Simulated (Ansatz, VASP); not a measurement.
**One calculation of MgO, two programs**

The input INCAR:

```
ALGO = Normal
EDIFF = 1E-6
ENCUT = 520
GGA = RE
ISIF = 2
ISMEAR = 0
IVDW = 13
LASPH = T
LCHARG = F
LREAL = F
LWAVE = F
NBANDS = 11
NELM = 60
PREC = Accurate
SIGMA = 0.1
```

The input KPOINTS:

```
k-points
0
Gamma
  11 11 11
```

POSCAR

```
MgO
1.0
    0.0000000000      2.0970013927      2.0970013927
    2.0970013927      0.0000000000      2.0970013927
    2.0970013927      2.0970013927      0.0000000000
Mg O
1 1
Direct
    0.0000000000      0.0000000000      0.0000000000
    0.5000000000      0.5000000000      0.5000000000
```

Contents of input.yaml:

```yaml
crystal:
  lattice:
    - [0.0, 2.0970013927, 2.0970013927]
    - [2.0970013927, 0.0, 2.0970013927]
    - [2.0970013927, 2.0970013927, 0.0]
  atoms:
    - { symbol: Mg, position: [0.0, 0.0, 0.0] }
    - { symbol: O, position: [0.5, 0.5, 0.5] }
hamiltonian:
  xc: revpbe
  pseudopotentials: { kind: paw, source: jth }
  dispersion: d4
kpoints:
  mp_grid: { grid: [11, 11, 11] }
scf:
  occupations: { method: gaussian, width: 0.1 }
  n_extra_bands: 6
output:
  forces: true
  stress: true
  eigenvalues: true
  dos: { projected: false, de: 0.05, nscf_kmesh: { grid: [17, 17, 17] } }
```

Alike in both runs: functional revPBE; dispersion D4; k mesh 11 × 11 × 11; occupations gaussian, width 0.1 eV; no spin polarisation.

|  | VASP | Ansatz |
| --- | --- | --- |
| version | VASP 6.6.1 | Ansatz 0.2.0 |
| potentials or method | VASP PAW PBE potentials, release 64 (Mg, O) | JTH PAW |
| plane-wave cutoff (eV) | 520 | 1380 |
| valence electrons in the cell | 8 | 16 |
| task | single point | density of states |

```tsv
	VASP	Ansatz	Ansatz less VASP
gap on the k mesh at the Fermi level (eV)	4.93	4.95	+0.015
least direct gap on the mesh (eV)	4.93	4.95	+0.015
pressure (GPa)	2.6	3.6	+1.00
```

VASP's potentials were made for PBE, not for revPBE. VASP's potentials hold 8 valence electrons a cell and Ansatz's 16, so a difference there can come from the potentials and not from the codes.

Noted on Ansatz's run: odd divisions of the mesh miss points on the zone boundary, where band edges often lie, so the gap on the mesh can be too wide.
